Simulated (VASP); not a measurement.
# PbO (P4/nmm) in VASP: notebook, part 2 of 2

VASP 6.6.1. The steps go on from the part before.

## Step 5: Single point, PBEsol (strained)

Contents of INCAR:

```
  PREC = Accurate
  ENCUT = 520
  EDIFF = 1E-7
  ISMEAR = 0
  SIGMA = 0.02
  LREAL = F
  LASPH = T
  NELM = 80
  ALGO = Normal
  ISIF = 2
  LWAVE = F
  LCHARG = F
  GGA = PS
  NBANDS = 28
```

Contents of KPOINTS:

```
regular mesh
0
Gamma
  8 8 6
```

Contents of POSCAR:

```
PbO
1.0
    4.1158488960      0.0000000000      0.0000000000
    0.0000000000      4.1158488960      0.0000000000
    0.0000000000      0.0000000000      5.0500729800
Pb O
2 2
Direct
    0.0000000000      0.5000000000      0.1646990859
    0.5000000000      0.0000000000      0.8353009141
    0.0000000000      0.0000000000      0.0000000000
    0.5000000000      0.5000000000      0.0000000000
```

Potentials or basis: VASP PAW PBE potentials, release 64 (Pb_d, O).

The run is started by

```bash
> cat potpaw_PBE.64/Pb_d/POTCAR potpaw_PBE.64/O/POTCAR > POTCAR
> mpirun -np 1 vasp_std > vasp.out
```

OUTCAR:

```text
PREC = Accurate
   ENCUT = 520
   EDIFF = 1E-7
   ISMEAR = 0
   LREAL = F
   LASPH = T
   NELM = 80
   ISIF = 2
   GGA = PS

 ion  position               nearest neighbor table
   1  0.000  0.500  0.165-   3 2.22   4 2.22   3 2.22   4 2.22   2 3.35   2 3.35   2 3.35   2 3.35

   2  0.500  0.000  0.835-   3 2.22   4 2.22   4 2.22   3 2.22   1 3.35   1 3.35   1 3.35   1 3.35

   3  0.000  0.000  0.000-   1 2.22   2 2.22   1 2.22   2 2.22
   4  0.500  0.500  0.000-   1 2.22   2 2.22   2 2.22   1 2.22
[... 940 lines left out ...]
     27      13.6660      0.00000
     28      13.6660      0.00000

 [... further k-points ...]
[... 5 lines left out ...]
  --------------------------------------------------------------------------------------
  -------------------------------------------------------------------------------------
  Total        9.3192015      9.3192015      5.8176008      0.0000000      0.0000000      0.0000000
  in kB      174.5310840    174.5310840    108.9527015      0.0000000      0.0000000      0.0000000
  external PRESSURE =     152.6716232 kB  Pullay stress =       0.0000000 kB

 VOLUME and BASIS-vectors are now :
 -----------------------------------------------------------------------------
  energy-cutoff  :      520.00
  volume of cell :       85.55
      direct lattice vectors                 reciprocal lattice vectors
     4.115848896  0.000000000  0.000000000     0.242963244  0.000000000  0.000000000
     0.000000000  4.115848896  0.000000000     0.000000000  0.242963244  0.000000000
     0.000000000  0.000000000  5.050072980     0.000000000  0.000000000  0.198016940

 POSITION                                       TOTAL-FORCE (eV/Angst)
 -----------------------------------------------------------------------------------
      0.00000      2.05792      0.83174        -0.000000      0.000000      3.998801
      2.05792      0.00000      4.21833         0.000000      0.000000     -3.998801
      0.00000      0.00000      0.00000         0.000000     -0.000000      0.000000
      2.05792      2.05792      0.00000        -0.000000      0.000000      0.000000
 -----------------------------------------------------------------------------------
    total drift:                                0.000000     -0.000000      0.000000

  FREE ENERGIE OF THE ION-ELECTRON SYSTEM (eV)
  ---------------------------------------------------
  free  energy   TOTEN  =       -21.5494329340 eV

  energy  without entropy=      -21.5494329340  energy(sigma->0) =      -21.54943293
```

OSZICAR:

```text
N       E                     dE             d eps       ncg     rms          rms(c)
DAV:   1     0.469319838360E+03    0.46932E+03   -0.19640E+04  3360   0.166E+03
DAV:   2     0.383630788414E+02   -0.43096E+03   -0.41397E+03  3452   0.449E+02
DAV:   3    -0.228328736640E+02   -0.61196E+02   -0.59566E+02  4288   0.184E+02
DAV:   4    -0.257064198201E+02   -0.28735E+01   -0.28600E+01  4012   0.411E+01
DAV:   5    -0.257904475590E+02   -0.84028E-01   -0.84016E-01  3988   0.777E+00    0.118E+01
DAV:   6    -0.216692585207E+02    0.41212E+01   -0.21727E+01  4948   0.396E+01    0.453E+00
DAV:   7    -0.215982004372E+02    0.71058E-01   -0.22659E+00  4112   0.103E+01    0.241E+00
DAV:   8    -0.215656788910E+02    0.32522E-01   -0.51520E-01  4912   0.569E+00    0.910E-01
DAV:   9    -0.215474405304E+02    0.18238E-01   -0.10781E-01  5140   0.288E+00    0.174E-01
DAV:  10    -0.215493959818E+02   -0.19555E-02   -0.11059E-02  3996   0.692E-01    0.768E-02
DAV:  11    -0.215494376360E+02   -0.41654E-04   -0.15945E-03  4712   0.321E-01    0.303E-02
DAV:  12    -0.215494385176E+02   -0.88160E-06   -0.17416E-04  4452   0.151E-01    0.221E-02
DAV:  13    -0.215494355370E+02    0.29806E-05   -0.97646E-05  5284   0.740E-02    0.970E-03
DAV:  14    -0.215494327294E+02    0.28076E-05   -0.19643E-05  5220   0.486E-02    0.893E-04
DAV:  15    -0.215494328637E+02   -0.13422E-06   -0.10177E-06  3336   0.556E-03    0.702E-04
DAV:  16    -0.215494329340E+02   -0.70374E-07   -0.41425E-08  2108   0.174E-03
   1 F= -.21549433E+02 E0= -.21549433E+02  d E =-.134983E-27
```

stdout:

```text
POSCAR found type information on POSCAR PbO
 POSCAR found :  2 types and       4 ions
 scaLAPACK will be used
 -----------------------------------------------------------------------------
|                                                                             |
|                                                                             |
|     You enforced a specific xc type in the INCAR file but a different       |
|     I HOPE YOU KNOW WHAT YOU ARE DOING!                                     |
|                                                                             |
 -----------------------------------------------------------------------------

 LDA part: xc-table for (Slater+PW92), standard interpolation
 POSCAR, INCAR and KPOINTS ok, starting setup
 FFT: planning ... GRIDC
 FFT: planning ... GRID_SOFT
 FFT: planning ... GRID
 WAVECAR not read
 entering main loop
```

Wall time 80 s (1 thread of Intel Xeon 6975P-C (Granite Rapids), shared host); peak memory 0.25 GiB.

What came out:

```yaml
Free_energy: -21.5494 eV
Pressure: 15.3 GPa
Largest_force: 3.999 eV/Å
Band_gap_on_the_k_mesh: 0.72 eV, indirect (least direct gap 1.44 eV)
```

Forces in eV/Å, atoms in the order of the input:
```
Pb   0.000  0.000  3.999
Pb   0.000  0.000 -3.999
O    0.000  0.000  0.000
O    0.000  0.000  0.000
```

Caveat: the cell differs from its parent crystal (strained); the PAW data sets were made with another functional, which shifts forces and pressure a little; spin-orbit coupling is left out, which moves the levels of the heavy elements. A k mesh can miss the band edges.

## Step 6: Overview

```tsv
cell	gap on the mesh (eV)	pressure (GPa)	largest force (eV/Å)
a = 3.849, b = 3.849, c = 5.165 Å, 4 atoms	1.37	16.1	3.41
a = 3.967, b = 3.967, c = 5.314 Å, 4 atoms	1.56	2.1	0.66
a = 3.929, b = 3.929, c = 5.417 Å, 4 atoms	0.36	-8.6	3.14
a = 4.116, b = 4.116, c = 5.050 Å, 4 atoms	0.72	15.3	4.00
```

Alike in all rows: task single point; level PBEsol; potentials or basis VASP PAW PBE potentials, release 64 (Pb_d, O); no spin polarisation; k mesh 8 × 8 × 6; cutoff (eV) 520; smearing gaussian 0.02 eV.

Caveats: the PAW data sets were made with another functional, which shifts forces and pressure a little; spin-orbit coupling is left out, which moves the levels of the heavy elements.

Absolute energies hang on the potentials; compare differences alone.
